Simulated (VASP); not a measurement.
Set up this calculation in VASP 6.6.1, as the native input.

```yaml
Task: single point
Functional: PBE
Potentials_or_basis: VASP PAW PBE potentials, release 64 (Be, Cd)
Cutoff: 520 eV
k_mesh: 4 × 4 × 6
Occupations: gaussian, width 0.1 eV
Spin: no spin polarisation
Dipole_correction: no
Further_INCAR_settings: ALGO = Normal; EDIFF = 1e-06; NBANDS = 25
```

The structure of Be2Cd lies in POSCAR:

```
Be2Cd
1.0
    8.3818367257      0.0000000000      0.0000000000
    0.0000000000      3.3988699668      0.0000000000
    0.0000000000      0.0000000000      2.8602213010
Be Cd
4 2
Direct
    0.2551347317      0.9997733847      0.5000000000
    0.7551347317      0.5002266153      0.0000000000
    0.7448652683      0.0002266153      0.5000000000
    0.2448652683      0.4997733847      0.0000000000
    0.5000000000      0.5000000000      0.5000000000
    0.0000000000      0.0000000000      0.0000000000
```

The input as run:

INCAR

```
SYSTEM = Be2Cd
  PREC = Accurate
  ENCUT = 520
  EDIFF = 1E-6
  ISMEAR = 0
  SIGMA = 0.1
  LREAL = .FALSE.
  LASPH = .TRUE.
  NELM = 100
  ALGO = Normal
  ISIF = 2
  LWAVE = .FALSE.
  LCHARG = .TRUE.
  GGA = PE
  LELF = .TRUE.
  LVHAR = .TRUE.
  NBANDS = 25
```

KPOINTS

```
regular mesh
0
G
  4 4 6
  0 0 0
```

Potentials or basis: VASP PAW PBE potentials, release 64 (Be, Cd).

Launch:

```bash
$ cat potpaw_PBE.64/Be/POTCAR potpaw_PBE.64/Cd/POTCAR > POTCAR
$ mpirun -np 1 vasp_std > vasp.out
```

It gave:

- Pressure: 0.3 GPa
- Largest force: 0.007 eV/Å
- Band gap on the k mesh: zero (bands 16 and 17 overlap by 1.95 eV)

Caveat: the k points lie up to 0.46 Å⁻¹ apart, too coarse for converged energies and pressures of a metal.

Wall time 67 s on 1 thread of Intel(R) Xeon(R) Platinum 8375C CPU @ 2.90GHz (Ice Lake) (shared host), peak memory 0.22 GiB.
